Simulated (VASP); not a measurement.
Here is a VASP 6.6.1 calculation.

Contents of INCAR:

```
SYSTEM = Pt
  PREC = Accurate
  ENCUT = 520
  EDIFF = 1E-6
  ISMEAR = 1
  SIGMA = 0.1
  LREAL = .False.
  LASPH = .True.
  NELM = 80
  ALGO = Normal
  ISIF = 2
  LWAVE = .False.
  LCHARG = .False.
  LDIPOL = .True.
  IDIPOL = 3
  DIPOL = 0.5 0.5 0.500
  GGA = PS
  NBANDS = 55
```

Contents of KPOINTS:

```
regular mesh
0
Gamma
  12 12 1
  0 0 0
```

POSCAR

```
Pt
1.0
    2.7702307980      0.0000000000      0.0000000000
    0.0000000000      2.7702307980      0.0000000000
    0.0000000000      0.0000000000     39.6707918590
Pt
9
Direct
    0.0000000000      0.0000000000      0.3024895506
    0.5000000000      0.5000000000      0.3518671629
    0.0000000000      0.0000000000      0.4012447753
    0.5000000000      0.5000000000      0.4506223876
    0.0000000000      0.0000000000      0.5000000000
    0.5000000000      0.5000000000      0.5493776124
    0.0000000000      0.0000000000      0.5987552247
    0.5000000000      0.5000000000      0.6481328371
    0.0000000000      0.0000000000      0.6975104494
```

Potentials or basis: VASP PAW PBE potentials, release 64 (Pt).

Run with:

```bash
$ cat potpaw_PBE.64/Pt/POTCAR > POTCAR
$ mpirun -np 1 vasp_std > vasp.out
```

Q: What does it give for the largest force?

A: 0.396 eV/Å.

Q: Estimate the band gap on the k mesh.

A: Zero (bands 45 and 46 overlap by 1.60 eV).

Forces in eV/Å, atoms in the order of the input:
```
Pt   0.000  0.000  0.396
Pt   0.000  0.000 -0.265
Pt   0.000  0.000 -0.113
Pt   0.000  0.000 -0.053
Pt   0.000  0.000  0.000
Pt   0.000  0.000  0.053
Pt   0.000  0.000  0.113
Pt   0.000  0.000  0.265
Pt   0.000  0.000 -0.396
```

Caveat: the PAW data sets were made with another functional, which shifts forces and pressure a little; spin-orbit coupling is left out, which moves the levels of the heavy elements.
